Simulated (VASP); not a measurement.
# LiNbO3 (R-3c) in VASP: notebook, part 2 of 2

VASP 6.6.1. The steps go on from the part before.

## Step 3: Single point, LDA (9.96 Å³/atom)

This run uses another cell than the first one, of 9.96 Å³/atom.

Contents of INCAR:

```
SYSTEM = LiNbO3
ALGO = Normal
EDIFF = 1E-6
ENCUT = 520
ISIF = 2
ISMEAR = 0
LASPH = .True.
LCHARG = .False.
LREAL = .False.
LWAVE = .False.
NBANDS = 45
NELM = 100
PREC = Accurate
SIGMA = 0.02
```

Contents of KPOINTS:

```
k-points
0
Gamma
  6 6 6
  0 0 0
```

Contents of POSCAR:

```
LiNbO3
1.0
    2.5365439980      1.4644743600      4.4703651461
   -2.5365439980      1.4644743600      4.4703651461
    0.0000000000     -2.9289487201      4.4703651461
Li Nb O
2 2 6
Direct
    0.2500000000      0.2500000000      0.2500000000
    0.7500000000      0.7500000000      0.7500000000
    0.0000000000      0.0000000000      0.0000000000
    0.5000000000      0.5000000000      0.5000000000
    0.1203420082      0.3796579918      0.7500000000
    0.7500000000      0.1203420082      0.3796579918
    0.3796579918      0.7500000000      0.1203420082
    0.2500000000      0.8796579918      0.6203420082
    0.8796579918      0.6203420082      0.2500000000
    0.6203420082      0.2500000000      0.8796579918
```

Potentials or basis: VASP PAW LDA potentials, release 64 (Li_sv, Nb_sv, O).

Launch:

```bash
cat potpaw_LDA.64/Li_sv/POTCAR potpaw_LDA.64/Nb_sv/POTCAR potpaw_LDA.64/O/POTCAR > POTCAR
mpirun -np 1 vasp_std > vasp.out
```

OUTCAR:

```text
SYSTEM = LiNbO3
   EDIFF = 1E-6
   ENCUT = 520
   ISIF = 2
   ISMEAR = 0
   LASPH = .True.
   LREAL = .False.
   NELM = 100
   PREC = Accurate

 ion  position               nearest neighbor table
   1  0.250  0.250  0.250-   8 1.88  10 1.88   9 1.88
   2  0.750  0.750  0.750-   6 1.88   7 1.88   5 1.88
   3  0.000  0.000  0.000-   5 1.96   9 1.96   8 1.96   6 1.96   7 1.96  10 1.96
   4  0.500  0.500  0.500-   5 1.96   9 1.96   7 1.96  10 1.96   6 1.96   8 1.96
   5  0.120  0.380  0.750-   2 1.88   3 1.96   4 1.96
   6  0.750  0.120  0.380-   2 1.88   3 1.96   4 1.96
   7  0.380  0.750  0.120-   2 1.88   4 1.96   3 1.96
   8  0.250  0.880  0.620-   1 1.88   3 1.96   4 1.96
   9  0.880  0.620  0.250-   1 1.88   3 1.96   4 1.96
  10  0.620  0.250  0.880-   1 1.88   4 1.96   3 1.96

  LATTYP: Found a trigonal (rhomboedric) cell.
 ALAT       =     5.3444274852
 COS(alpha) =     0.5494817197

  Lattice vectors:

 A1 = (   2.5365439980,   1.4644743600,   4.4703651461)
 A2 = (  -2.5365439980,   1.4644743600,   4.4703651461)
 A3 = (   0.0000000000,  -2.9289487201,   4.4703651461)

Analysis of symmetry for initial positions (statically):
=====================================================================
 Subroutine PRICEL returns:
 Original cell was already a primitive cell.

 Routine SETGRP: Setting up the symmetry group for a
 trigonal (rhombohedral) supercell.

 Subroutine GETGRP returns: Found 12 space group operations
 (whereof  6 operations were pure point group operations)
 out of a pool of 12 trial point group operations.

The static configuration has the point symmetry S_6 .
 The point group associated with its full space group is D_3d.

Analysis of symmetry for dynamics (positions and initial velocities):
=====================================================================
 Subroutine PRICEL returns:
 Original cell was already a primitive cell.

 Routine SETGRP: Setting up the symmetry group for a
 trigonal (rhombohedral) supercell.

 Subroutine GETGRP returns: Found 12 space group operations
 (whereof  6 operations were pure point group operations)
 out of a pool of 12 trial point group operations.

The dynamic configuration has the point symmetry S_6 .
 The point group associated with its full space group is D_3d.

 Subroutine INISYM returns: Found 12 space group operations
 (whereof  6 operations are pure point group operations),
 and found     1 'primitive' translations

----------------------------------------------------------------------------------------

                                     Primitive cell

  volume of cell :      99.6365

  direct lattice vectors                    reciprocal lattice vectors
     2.536543998  1.464474360  4.470365146     0.197118599  0.113806476  0.074565124
    -2.536543998  1.464474360  4.470365146    -0.197118599  0.113806476  0.074565124
     0.000000000 -2.928948720  4.470365146     0.000000000 -0.227612953  0.074565124

  length of vectors
     5.344427485  5.344427485  5.344427485     0.239515373  0.239515373  0.239515373

  position of ions in fractional coordinates (direct lattice)
     0.250000000  0.250000000  0.250000000
     0.750000000  0.750000000  0.750000000
[... 49 lines left out ...]
            Coordinates               Weight
  0.000000  0.000000  0.000000      1.000000
  0.166667  0.000000  0.000000      6.000000
  0.333333 -0.000000 -0.000000      6.000000
  0.500000  0.000000 -0.000000      3.000000
  0.166667  0.166667  0.000000      6.000000
  0.333333  0.166667 -0.000000     12.000000
[... 16 lines left out ...]
  0.500000  0.500000  0.166667      6.000000
 -0.333333  0.500000  0.166667     12.000000
 [... further k-points ...]
   k-points           NKPTS =     32   k-points in BZ     NKDIM =     32   number of bands    NBANDS=     45
   number of dos      NEDOS =    301   number of ions     NIONS =     10
   total plane-waves  NPLWV =  64000
   dimension x,y,z NGX =    40 NGY =   40 NGZ =   40
   dimension x,y,z NGXF=    80 NGYF=   80 NGZF=   80
   ions per type =               2   2   6
   NGX,Y,Z   is equivalent  to a cutoff of  12.44, 12.44, 12.44 a.u.
   NGXF,Y,Z  is equivalent  to a cutoff of  24.89, 24.89, 24.89 a.u.
 SYSTEM =  LiNbO3
   PREC   = accura    normal or accurate (medium, high low for compatibility)
   ISTART =      0    job   : 0-new  1-cont  2-samecut
   ICHARG =      2    charge: 1-file 2-atom 10-const
   ISPIN  =      1    spin polarized calculation?
   LNONCOLLINEAR =      F non collinear calculations
   LSORBIT =      F    spin-orbit coupling
   LASPH  =      T    aspherical Exc in radial PAW
   ENCUT  =  520.0 eV  38.22 Ry    6.18 a.u.   9.94  9.94  9.94*2*pi/ulx,y,z
   NELM   =    100;   NELMIN=  2; NELMDL= -5     # of ELM steps
   EDIFF  = 0.1E-05   stopping-criterion for ELM
   LREAL  =      F    real-space projection
[... 7 lines left out ...]
   TEBEG  =    0.0;   TEEND  =   0.0 temperature during run
   PSTRESS=    0.0 pullay stress
   NELECT =      68.0000    total number of electrons
   NUPDOWN=      -1.0000    fix difference up-down
   EMIN   =  10.00;   EMAX   =-10.00  energy-range for DOS
   EFERMI =   0.00;   METHOD = LEGACY
   ISMEAR =     0;   SIGMA  =   0.02  broadening in eV -4-tet -1-fermi 0-gaus
   EFERMI_NEDOS =   21; number of points for ismear=-14 and -15
   IALGO  =     38    algorithm
   IMIX   =      4    mixing-type and parameters
     AMIX     =   0.40;   BMIX     =  1.00
     AMIX_MAG =   1.60;   BMIX_MAG =  1.00
  volume/ion in A,a.u.               =       9.96        67.24
  Fermi-wavevector in a.u.,A,eV,Ry     =   1.441357  2.723770 28.266253  2.077511
  Thomas-Fermi vector in A             =   2.559999
   LORBIT       =      0    0 simple, 1 ext, 2 COOP (PROOUT), +10 PAW based schemes
   GGA     = CA    functional components
   LHFCALC =     F    Hartree Fock is set to
   AEXX    =    0.0000 exact exchange contribution
   IVDW    =     0    specifies the selected vdW correction
   LEPSILON=     F    determine dielectric tensor
   LRPA    =     F    only Hartree local field effects (RPA)
 non-spin polarized calculation
 Gauss-broadening in eV      SIGMA  =   0.02
  energy-cutoff  :      520.00
  volume of cell :       99.64
 maximum number of plane-waves:      2698
   NGX = 19   NGY = 19   NGZ = 19

 number of electron      67.9999997 magnetization

 Free energy of the ion-electron system (eV)
  ---------------------------------------------------
  ext. energy  EPLUGINS =         0.00000000
  ---------------------------------------------------
  free energy    TOTEN  =       -87.29439209 eV

  energy without entropy =      -87.29439209  energy(sigma->0) =      -87.29439209

 E-fermi :   4.3482     XC(G=0): -11.6727

 val. band max:        4.0792571388   @ k =   0.0000   0.0000   0.0000
 cond. band min:       6.7462894212   @ k =   0.5000   0.5000  -0.0000
 fundamental gap:      2.6670322825
 Fermi energy:         4.3481541566

 k-point     1 :       0.0000    0.0000    0.0000
  band No.  band energies     occupation
      1     -49.8089      2.00000
      2     -49.7865      2.00000
      3     -37.3161      2.00000
      4     -37.3125      2.00000
      5     -26.3324      2.00000
      6     -26.3324      2.00000
[... 1141 lines left out ...]
     44      14.1960      0.00000
     45      14.5327      0.00000

 [... further k-points ...]

------------------------ aborting loop because EDIFF is reached ----------------------------------------

  FORCE on cell =-STRESS in cart. coord.  units (eV):
  Direction    XX          YY          ZZ          XY          YZ          ZX
  --------------------------------------------------------------------------------------
  -------------------------------------------------------------------------------------
  Total        3.5155443      3.5155443      3.4625450     -0.0000000     -0.0000000      0.0000000
  in kB       56.5307483     56.5307483     55.6785073     -0.0000000     -0.0000000      0.0000000
  external PRESSURE =      56.2466680 kB  Pullay stress =       0.0000000 kB

 VOLUME and BASIS-vectors are now :
 -----------------------------------------------------------------------------
  energy-cutoff  :      520.00
  volume of cell :       99.64
      direct lattice vectors                 reciprocal lattice vectors
     2.536543998  1.464474360  4.470365146     0.197118599  0.113806476  0.074565124
    -2.536543998  1.464474360  4.470365146    -0.197118599  0.113806476  0.074565124
     0.000000000 -2.928948720  4.470365146     0.000000000 -0.227612953  0.074565124

 POSITION                                       TOTAL-FORCE (eV/Angst)
 -----------------------------------------------------------------------------------
      0.00000     -0.00000      3.35277        -0.000000      0.000000     -0.000000
      0.00000     -0.00000     10.05832        -0.000000     -0.000000     -0.000000
      0.00000      0.00000      0.00000        -0.000000     -0.000000     -0.000000
      0.00000     -0.00000      6.70555        -0.000000     -0.000000     -0.000000
     -0.65777     -1.46447      5.58796        -0.000204     -0.000000      0.000000
      1.59716      0.16259      5.58796         0.000102     -0.000176     -0.000000
     -0.93939      1.30188      5.58796         0.000102      0.000176     -0.000000
     -1.59716     -0.16259      7.82314        -0.000102      0.000176     -0.000000
      0.65777      1.46447      7.82314         0.000204     -0.000000     -0.000000
      0.93939     -1.30188      7.82314        -0.000102     -0.000176     -0.000000
 -----------------------------------------------------------------------------------
    total drift:                               -0.000000     -0.000000      0.000000

  FREE ENERGIE OF THE ION-ELECTRON SYSTEM (eV)
  ---------------------------------------------------
  free  energy   TOTEN  =       -87.2943920861 eV

  energy  without entropy=      -87.2943920861  energy(sigma->0) =      -87.29439209
```

It took 1.8 min on 1 thread of Intel Xeon Platinum 8559C (Emerald Rapids), shared host; peak memory 0.26 GiB.

Results:

```
Free energy            : -87.2944 eV
Band gap on the k mesh : 2.67 eV (least direct gap 2.73 eV)
```

Caveat: the cutoff is under 1.25 times the usual one of these potentials, so pressure, stress and relaxed cells hold a basis-set (Pulay) error. A k mesh can miss the band edges.

## Step 4: Single point, LDA

This run uses another cell than the first one, of 10.27 Å³/atom.

Contents of INCAR:

```
  PREC = Accurate
  ENCUT = 520
  EDIFF = 1E-7
  ISMEAR = 0
  SIGMA = 0.02
  LREAL = False
  LASPH = True
  NELM = 60
  ALGO = Normal
  ISIF = 2
  LWAVE = False
  LCHARG = False
  GGA = CA
  NBANDS = 45
```

Contents of KPOINTS:

```
regular mesh
0
Gamma
  6 6 6
```

Contents of POSCAR:

```
LiNbO3
1.0
    2.5620799784      1.4792175652      4.5172143437
   -2.5620799784      1.4792175652      4.5172143437
    0.0000000000     -2.9584351305      4.5172143437
Li Nb O
2 2 6
Direct
    0.2500000000      0.2500000000      0.2500000000
    0.7500000000      0.7500000000      0.7500000000
    0.0000000000      0.0000000000      0.0000000000
    0.5000000000      0.5000000000      0.5000000000
    0.1252716902      0.3747283098      0.7500000000
    0.7500000000      0.1252716902      0.3747283098
    0.3747283098      0.7500000000      0.1252716902
    0.2500000000      0.8747283098      0.6252716902
    0.8747283098      0.6252716902      0.2500000000
    0.6252716902      0.2500000000      0.8747283098
```

Launch:

```bash
cat potpaw_LDA.64/Li_sv/POTCAR potpaw_LDA.64/Nb_sv/POTCAR potpaw_LDA.64/O/POTCAR > POTCAR
mpirun -np 1 vasp_std > vasp.out
```

It took 1.8 min on 1 thread of Intel Xeon Platinum 8559C (Emerald Rapids), shared host; peak memory 0.26 GiB.

The run converged. Its results:

- Free energy: -87.3538 eV
- Band gap on the k mesh: 2.60 eV (least direct gap 2.67 eV)

Forces on the atoms (eV/Å):
```
Li   0.000  0.000  0.000
Li   0.000  0.000  0.000
Nb   0.000  0.000  0.000
Nb   0.000  0.000  0.000
O    0.003  0.000  0.000
O   -0.001  0.003  0.000
O   -0.001 -0.003  0.000
O    0.001 -0.003  0.000
O   -0.003  0.000  0.000
O    0.001  0.003  0.000
```

Levels at points of the mesh, in eV from the valence-band top:
| k point | band 31 | band 32 | band 33 | band 34 | band 35 | band 36 | band 37 | band 38 |
| --- | --- | --- | --- | --- | --- | --- | --- | --- |
| (0.00, 0.00, 0.00) | -0.32 | -0.20 | -0.20 | -0.02 | 2.65 | 2.65 | 2.83 | 4.87 |
| (0.50, 0.00, 0.00) | -0.30 | -0.30 | -0.23 | -0.23 | 4.27 | 4.27 | 4.33 | 4.33 |
| (0.50, 0.50, 0.00) | -0.89 | -0.44 | -0.33 | -0.29 | 2.60 | 3.70 | 4.08 | 4.52 |
| (0.50, 0.50, 0.50) | -0.32 | -0.32 | -0.32 | -0.32 | 4.31 | 4.31 | 4.64 | 4.64 |

Caveat: the cutoff is under 1.25 times the usual one of these potentials, so pressure, stress and relaxed cells hold a basis-set (Pulay) error.

## Step 5: Overview

| cell | gap on the mesh (eV) |
| --- | --- |
| a = 5.284 Å, angles 56.8°, 10 atoms, atomic positions A | 2.71 |
| a = 5.344 Å, angles 56.7°, 10 atoms, atomic positions B | 2.67 |
| a = 5.400 Å, angles 56.7°, 10 atoms, atomic positions C | 2.60 |

Alike in all rows: task single point; level LDA; potentials or basis VASP PAW LDA potentials, release 64 (Li_sv, Nb_sv, O); no spin polarisation; k mesh 6 × 6 × 6; cutoff (eV) 520; smearing gaussian 0.02 eV.

Caveats: the cutoff is under 1.25 times the usual one of these potentials, so pressure, stress and relaxed cells hold a basis-set (Pulay) error.

Absolute energies hang on the potentials; compare differences alone.
